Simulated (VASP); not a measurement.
Here is a VASP 6.6.1 calculation.

POSCAR

```
Os
1.0
    0.0000000000      1.8367372338      1.8367372338
    1.8367372338      0.0000000000      1.8367372338
    1.8367372338      1.8367372338      0.0000000000
Os
1
Direct
    0.0000000000      0.0000000000      0.0000000000
```

Contents of INCAR.step1:

```
PREC     = Accurate       # precision mode
ENCUT    = 520            # plane-wave cutoff, eV
ISMEAR   = -1             # smearing method
SIGMA    = 0.1            # smearing width, eV
LREAL    = F              # projectors in reciprocal space
LASPH    = T              # aspherical terms in the spheres
NELM     = 80             # most SCF steps
NBANDS   = 10             # bands
GGA      = PE             # functional
ALGO     = Normal         # electronic algorithm
EDIFF    = 1E-4           # SCF threshold, eV
LWAVE    = T              # write WAVECAR
LCHARG   = F              # write CHGCAR
```

The input INCAR.step2:

```
PREC     = Accurate       # precision mode
ENCUT    = 520            # plane-wave cutoff, eV
EDIFF    = 1E-6           # SCF threshold, eV
ISMEAR   = -1             # smearing method
SIGMA    = 0.1            # smearing width, eV
LREAL    = F              # projectors in reciprocal space
LASPH    = T              # aspherical terms in the spheres
NELM     = 80             # most SCF steps
ALGO     = Normal         # electronic algorithm
ISIF     = 2              # what is computed and relaxed
LWAVE    = F              # write WAVECAR
LCHARG   = T              # write CHGCAR
METAGGA  = R2SCAN         # meta-GGA
LMIXTAU  = T            
LELF     = T              # ELF
LVHAR    = T            
NBANDS   = 10             # bands
ISTART   = 1
```

File KPOINTS:

```
regular mesh
0
Gamma
  16 16 16
```

Potentials or basis: VASP PAW PBE potentials, release 64 (Os).

The run is started by

```console
$ cat potpaw_PBE.64/Os/POTCAR > POTCAR
$ cp INCAR.step1 INCAR
$ mpirun -np 1 vasp_std > vasp.out
$ cp INCAR.step2 INCAR
$ mpirun -np 1 vasp_std > vasp.out
```

Q: Predict the band gap on the k mesh.

A: Zero (bands 4 and 5 overlap by 5.20 eV).

Q: Estimate the pressure.

A: 75.6 GPa.

Caveat: the cell stands under pressure; the PAW data sets were made with another functional, which shifts forces and pressure a little; spin-orbit coupling is left out, which moves the levels of the heavy elements.
